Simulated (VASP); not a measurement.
# ScTlS3 (Pm-3m) in VASP: notebook, part 2 of 2

VASP 6.6.1. The steps go on from the part before.

### Step 3. Relaxation of cell and atoms, PBE

This run uses another cell than the first one, of 26.36 Å³/atom, 1.035 times its volume.

INCAR reads:

```
SYSTEM = ScTlS3
ALGO     = Normal         ! electronic algorithm
EDIFF    = 1E-7           ! SCF threshold, eV
EDIFFG   = -0.01          ! ionic threshold
ENCUT    = 600            ! plane-wave cutoff, eV
GGA      = PE             ! functional
IBRION   = 2              ! ionic algorithm
ISIF     = 3              ! what is computed and relaxed
ISMEAR   = 0              ! smearing method
LASPH    = .TRUE.         ! aspherical terms in the spheres
LCHARG   = .FALSE.        ! write CHGCAR
LREAL    = .FALSE.        ! projectors in reciprocal space
LWAVE    = .FALSE.        ! write WAVECAR
NELM     = 100            ! most SCF steps
NSW      = 100            ! ionic steps
PREC     = Accurate       ! precision mode
SIGMA    = 0.1            ! smearing width, eV
```

KPOINTS reads:

```
k-points
0
G
  8 8 8
  0 0 0
```

POSCAR reads:

```
ScTlS3
1.0
    5.0891716000      0.0000000000      0.0000000000
    0.0000000000      5.0891716000      0.0000000000
    0.0000000000      0.0000000000      5.0891716000
Sc Tl S
1 1 3
Direct
    0.0000000000      0.0000000000      0.0000000000
    0.5000000000      0.5000000000      0.5000000000
    0.5000000000      0.0000000000      0.0000000000
    0.0000000000      0.5000000000      0.0000000000
    0.0000000000      0.0000000000      0.5000000000
```

Potentials or basis: VASP PAW PBE potentials, release 64 (Sc_sv, Tl_d, S).

Run with:

```bash
cat potpaw_PBE.64/Sc_sv/POTCAR potpaw_PBE.64/Tl_d/POTCAR potpaw_PBE.64/S/POTCAR > POTCAR
mpirun -np 1 vasp_std > vasp.out
```

OUTCAR:

```text
SYSTEM = ScTlS3
   EDIFF = 1E-7
   EDIFFG = -0.01
   ENCUT = 600
   GGA = PE
   IBRION = 2
   ISIF = 3
   ISMEAR = 0
   LASPH = .TRUE.
   LREAL = .FALSE.
   NELM = 100
   NSW = 100
   PREC = Accurate

 ion  position               nearest neighbor table
   1  0.000  0.000  0.000-   3 2.54   4 2.54   5 2.54   5 2.54   4 2.54   3 2.54
   2  0.500  0.500  0.500-
   3  0.500  0.000  0.000-   1 2.54   1 2.54
   4  0.000  0.500  0.000-   1 2.54   1 2.54
   5  0.000  0.000  0.500-   1 2.54   1 2.54

  LATTYP: Found a simple cubic cell.
 ALAT       =     5.0891716000

  Lattice vectors:

 A1 = (   5.0891716000,   0.0000000000,   0.0000000000)
 A2 = (   0.0000000000,   5.0891716000,   0.0000000000)
 A3 = (   0.0000000000,   0.0000000000,   5.0891716000)

Analysis of symmetry for initial positions (statically):
=====================================================================
 Subroutine PRICEL returns:
 Original cell was already a primitive cell.

 Routine SETGRP: Setting up the symmetry group for a
 simple cubic supercell.
[... 173 lines left out ...]
  free energy    TOTEN  =       -24.16610426 eV

  energy without entropy =      -24.12696550  energy(sigma->0) =      -24.14653488

------------------------ aborting loop because EDIFF is reached ----------------------------------------

  FORCE on cell =-STRESS in cart. coord.  units (eV):
  Direction    XX          YY          ZZ          XY          YZ          ZX
  --------------------------------------------------------------------------------------
  -------------------------------------------------------------------------------------
  Total       -1.1847123     -1.1847123     -1.1847123     -0.0000000      0.0000000      0.0000000
  in kB      -14.4006528    -14.4006528    -14.4006528     -0.0000000      0.0000000      0.0000000
  external PRESSURE =     -14.4006528 kB  Pullay stress =       0.0000000 kB
[... 65 lines left out ...]
--------------------------------------- Ionic step        3  -------------------------------------------

 number of electron      42.0000004 magnetization

 Free energy of the ion-electron system (eV)
  ---------------------------------------------------
  ext. energy  EPLUGINS =         0.00000000
  ---------------------------------------------------
  free energy    TOTEN  =       -24.18535228 eV

  energy without entropy =      -24.14471055  energy(sigma->0) =      -24.16503142

 E-fermi :   2.4947     XC(G=0):  -9.1759

 val. band max:        2.4935274489   @ k =   0.5000   0.2500   0.2500
 cond. band min:       2.5060584131   @ k =   0.5000   0.0000   0.0000
 fundamental gap:      0.0125309642
 Fermi energy:         2.4946599038

 k-point     1 :       0.0000    0.0000    0.0000
  band No.  band energies     occupation
      1     -45.8691      2.00000
      2     -24.5209      2.00000
      3     -24.5209      2.00000
      4     -24.5209      2.00000
      5      -9.4673      2.00000
      6      -8.3452      2.00000
[... 661 lines left out ...]
     24       6.3618      0.00000
     25       6.5116      0.00000

 [... further k-points ...]
[... 5 lines left out ...]
  --------------------------------------------------------------------------------------
  -------------------------------------------------------------------------------------
  Total        0.0009330      0.0009330      0.0009330      0.0000000      0.0000000      0.0000000
  in kB        0.0117115      0.0117115      0.0117115      0.0000000      0.0000000      0.0000000
  external PRESSURE =       0.0117115 kB  Pullay stress =       0.0000000 kB
[... 20 lines left out ...]
  FREE ENERGIE OF THE ION-ELECTRON SYSTEM (eV)
  ---------------------------------------------------
  free  energy   TOTEN  =       -24.1853522837 eV

  energy  without entropy=      -24.1447105508  energy(sigma->0) =      -24.16503142

 reached required accuracy - stopping structural energy minimisation
```

CONTCAR:

```text
ScTlS3
   1.00000000000000
     5.0349578546978266    0.0000000000000000    0.0000000000000000
    -0.0000000000000000    5.0349578546978266    0.0000000000000000
     0.0000000000000000    0.0000000000000000    5.0349578546978266
  Sc              Tl              S
     1     1     3
Direct
     0.0000000000000000    0.0000000000000000    0.0000000000000000
     0.5000000000000000    0.5000000000000000    0.5000000000000000
     0.5000000000000000    0.0000000000000000    0.0000000000000000
     0.0000000000000000    0.5000000000000000    0.0000000000000000
     0.0000000000000000    0.0000000000000000    0.5000000000000000

  0.00000000E+00  0.00000000E+00  0.00000000E+00
  0.00000000E+00  0.00000000E+00  0.00000000E+00
  0.00000000E+00  0.00000000E+00  0.00000000E+00
  0.00000000E+00  0.00000000E+00  0.00000000E+00
  0.00000000E+00  0.00000000E+00  0.00000000E+00
```

It took 3.4 min on 1 thread of Intel Xeon Platinum 8375C at 2.90GHz (Ice Lake), shared host; peak memory 0.37 GiB.

Results:

* Free energy: -24.1854 eV
* Relaxed volume: 25.53 Å³/atom
* Relaxed cell: a = 5.035 Å, b = 5.035 Å, c = 5.035 Å, α = 90.00°, β = 90.00°, γ = 90.00°
* Space group after relaxing (to 0.05 Å): Pm-3m (No. 221)
* Energy gained by relaxing: 3.8 meV/atom
* Ionic steps: 3
* Pressure after relaxing: 0.0 GPa
* Band gap on the k mesh: zero (band 21 reaches 3.12 eV, above the bottom of band 22 at 2.38 eV)

Step by step:
```
step  energy change (eV)  largest force (eV/Å)  pressure (GPa)  volume (Å³)
   1              0.0000                0.0000           -1.44       131.81
   2             -0.0191                0.0000            0.11       127.34
   3             -0.0192                0.0000            0.00       127.64
```

Final structure:
```
Sc Tl S
1.0
     5.03496    0.00000    0.00000
     0.00000    5.03496    0.00000
     0.00000    0.00000    5.03496
Sc Tl S
1 1 3
Cartesian
  0.0000 0.0000 0.0000
  2.5175 2.5175 2.5175
  2.5175 0.0000 0.0000
  0.0000 2.5175 0.0000
  0.0000 0.0000 2.5175
```

Levels at points of the mesh, in eV from the Fermi level:
| k point | band 17 | band 18 | band 19 | band 20 | band 21 | band 22 | band 23 | band 24 | band 25 |
| --- | --- | --- | --- | --- | --- | --- | --- | --- | --- |
| (0.00, 0.00, 0.00) | -0.43 | -0.43 | -0.43 | 0.09 | 0.09 | 0.09 | 2.46 | 2.46 | 2.46 |
| (0.50, 0.00, 0.00) | -1.53 | -1.53 | -0.70 | 0.01 | 0.03 | 0.03 | 2.50 | 3.37 | 3.81 |
| (0.50, 0.50, 0.00) | -1.39 | -1.39 | -1.28 | -1.28 | -1.11 | 0.63 | 3.88 | 3.96 | 3.96 |
| (0.50, 0.50, 0.50) | -3.02 | -2.04 | -2.04 | 0.62 | 0.62 | 0.62 | 4.13 | 4.13 | 4.13 |

Caveat: spin-orbit coupling is left out, which moves the levels of the heavy elements.

### Step 4. Single point, PBE

This run uses another cell than the first one, of 26.36 Å³/atom, 1.035 times its volume.

INCAR reads:

```
SYSTEM = ScTlS3
PREC     = Accurate       ! precision mode
ENCUT    = 520            ! plane-wave cutoff, eV
EDIFF    = 1E-7           ! SCF threshold, eV
ISMEAR   = 0              ! smearing method
SIGMA    = 0.1            ! smearing width, eV
LREAL    = .FALSE.        ! projectors in reciprocal space
LASPH    = .TRUE.         ! aspherical terms in the spheres
NELM     = 100            ! most SCF steps
ALGO     = Normal         ! electronic algorithm
ISIF     = 2              ! what is computed and relaxed
LWAVE    = .FALSE.        ! write WAVECAR
LCHARG   = .FALSE.        ! write CHGCAR
GGA      = PE             ! functional
NBANDS   = 29             ! bands
```

KPOINTS reads:

```
regular mesh
0
G
  4 4 4
  0 0 0
```

POSCAR is that of step 3.

Run with:

```bash
cat potpaw_PBE.64/Sc_sv/POTCAR potpaw_PBE.64/Tl_d/POTCAR potpaw_PBE.64/S/POTCAR > POTCAR
mpirun -np 1 vasp_std > vasp.out
```

Run time: 28 s. Hardware: 1 thread of Intel Xeon Platinum 8375C at 2.90GHz (Ice Lake), shared host; peak memory 0.25 GiB.

Results (log left out):

| Quantity | Value |
| --- | --- |
| Free energy | -24.1022 eV |
| Pressure | -1.4 GPa |
| Band gap on the k mesh | zero (band 21 reaches 2.85 eV, above the bottom of band 22 at 2.21 eV) |

Levels at points of the mesh, in eV from the Fermi level:
| k point | band 17 | band 18 | band 19 | band 20 | band 21 | band 22 | band 23 | band 24 | band 25 | band 26 |
| --- | --- | --- | --- | --- | --- | --- | --- | --- | --- | --- |
| (0.00, 0.00, 0.00) | -0.42 | -0.42 | -0.42 | 0.04 | 0.04 | 0.04 | 2.40 | 2.40 | 2.40 | 3.63 |
| (0.50, 0.00, 0.00) | -1.47 | -1.47 | -0.68 | -0.07 | -0.01 | -0.01 | 2.44 | 3.34 | 3.64 | 3.78 |
| (0.50, 0.50, 0.00) | -1.34 | -1.34 | -1.24 | -1.24 | -1.16 | 0.58 | 3.80 | 3.80 | 3.86 | 4.03 |
| (0.50, 0.50, 0.50) | -2.90 | -2.02 | -2.02 | 0.57 | 0.57 | 0.57 | 3.97 | 3.97 | 3.97 | 6.17 |

Caveat: spin-orbit coupling is left out, which moves the levels of the heavy elements.

### Step 5. Single point, PBE

INCAR reads:

```
SYSTEM = ScTlS3
  ALGO = Normal
  EDIFF = 1E-6
  ENCUT = 520
  GGA = PE
  ISIF = 2
  ISMEAR = 1
  LASPH = .TRUE.
  LCHARG = .FALSE.
  LREAL = .FALSE.
  LWAVE = .FALSE.
  NBANDS = 29
  NELM = 100
  PREC = Accurate
  SIGMA = 0.1
```

KPOINTS reads:

```
k-points
0
G
  8 8 8
  0 0 0
```

Edit POSCAR of step 4 so:

```diff
@@ -2,5 +2,5 @@
 1.0
-    5.0891716000      0.0000000000      0.0000000000
-    0.0000000000      5.0891716000      0.0000000000
-    0.0000000000      0.0000000000      5.0891716000
+    5.0302434579      0.0000000000      0.0000000000
+    0.0000000000      5.0302434579      0.0000000000
+    0.0000000000      0.0000000000      5.0302434579
 Sc Tl S
```

Run with:

```bash
cat potpaw_PBE.64/Sc_sv/POTCAR potpaw_PBE.64/Tl_d/POTCAR potpaw_PBE.64/S/POTCAR > POTCAR
mpirun -np 1 vasp_std > vasp.out
```

Wall time 77 s (1 thread of Intel Xeon Platinum 8375C at 2.90GHz (Ice Lake), shared host); peak memory 0.31 GiB.

The run converged. Its results:

| Quantity | Value |
| --- | --- |
| Free energy | -24.1638 eV |
| Pressure | 0.1 GPa |
| Band gap on the k mesh | zero (band 21 reaches 3.14 eV, above the bottom of band 22 at 2.40 eV) |

Levels at points of the mesh, in eV from the Fermi level:
| k point | band 18 | band 19 | band 20 | band 21 | band 22 | band 23 | band 24 | band 25 |
| --- | --- | --- | --- | --- | --- | --- | --- | --- |
| (0.00, 0.00, 0.00) | -0.43 | -0.43 | 0.10 | 0.10 | 0.10 | 2.47 | 2.47 | 2.47 |
| (0.50, 0.00, 0.00) | -1.53 | -0.70 | 0.02 | 0.04 | 0.04 | 2.51 | 3.38 | 3.84 |
| (0.50, 0.50, 0.00) | -1.39 | -1.28 | -1.28 | -1.10 | 0.63 | 3.89 | 3.98 | 3.98 |
| (0.50, 0.50, 0.50) | -2.03 | -2.03 | 0.63 | 0.63 | 0.63 | 4.15 | 4.15 | 4.15 |

Caveat: spin-orbit coupling is left out, which moves the levels of the heavy elements.

### Step 6. Summary

| task | cell | k mesh | cutoff (eV) | smearing | gap on the mesh (eV) | pressure (GPa) |
| --- | --- | --- | --- | --- | --- | --- |
| single point | a = 5.031 Å, 5 atoms | 8 × 8 × 8 | 520 | gaussian 0.1 eV | none | 0.1 |
| relaxation of cell and atoms | relaxed from a = 5.089 Å, 5 atoms | 8 × 8 × 8 | 600 | gaussian 0.1 eV | none | 0.0 |
| single point | a = 5.089 Å, 5 atoms | 4 × 4 × 4 | 520 | gaussian 0.1 eV | none | -1.4 |
| single point | a = 5.030 Å, 5 atoms | 8 × 8 × 8 | 520 | methfessel-paxton 0.1 eV | none | 0.1 |

Alike in all rows: level PBE; potentials or basis VASP PAW PBE potentials, release 64 (Sc_sv, Tl_d, S); no spin polarisation.

Caveats: spin-orbit coupling is left out, which moves the levels of the heavy elements.

Total energies depend on the potentials used, so only differences within one code and one set of settings carry meaning.
